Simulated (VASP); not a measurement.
Wanted: the native input for a VASP 6.6.1 run.

```yaml
Task: single point
Functional: PBE
Potentials_or_basis: VASP PAW PBE potentials, release 64 (Rb_sv, Br)
Cutoff: 520 eV
k_mesh: 6 × 6 × 2
Occupations: gaussian, width 0.01 eV
Spin: no spin polarisation
Dipole_correction: no
Further_INCAR_settings: ALGO = Normal; EDIFF = 1e-06; NBANDS = 24
```

The structure of RbBr lies in POSCAR:

```
RbBr
1.0
    4.7710910955      0.0000000000      0.0000000000
   -2.3855455477      4.1318860925      0.0000000000
    0.0000000000      0.0000000000      8.4101528072
Rb Br
2 2
Direct
    0.0000000000      0.0000000000      0.0000000000
    0.0000000000      0.0000000000      0.5000000000
    0.3333333333      0.6666666667      0.2500000000
    0.6666666667      0.3333333333      0.7500000000
```

One way to write it, as run:

INCAR

```
SYSTEM = RbBr
ALGO = Normal
EDIFF = 1E-6
ENCUT = 520
GGA = PE
ISIF = 2
ISMEAR = 0
LASPH = .TRUE.
LCHARG = .FALSE.
LREAL = .FALSE.
LWAVE = .FALSE.
NBANDS = 24
NELM = 60
PREC = Accurate
SIGMA = 0.01
```

KPOINTS

```
k-points
0
G
  6 6 2
  0 0 0
```

Potentials or basis: VASP PAW PBE potentials, release 64 (Rb_sv, Br).

Command:

```bash
$ cat potpaw_PBE.64/Rb_sv/POTCAR potpaw_PBE.64/Br/POTCAR > POTCAR
$ mpirun -np 1 vasp_std > vasp.out
```

Results of the run:

The pressure is 0.6 GPa and the band gap on the k mesh is 4.23 eV, direct.

It took 19 s on 1 thread of Intel(R) Xeon(R) 6975P-C (Granite Rapids), with other jobs on the host, peak memory 0.27 GiB.
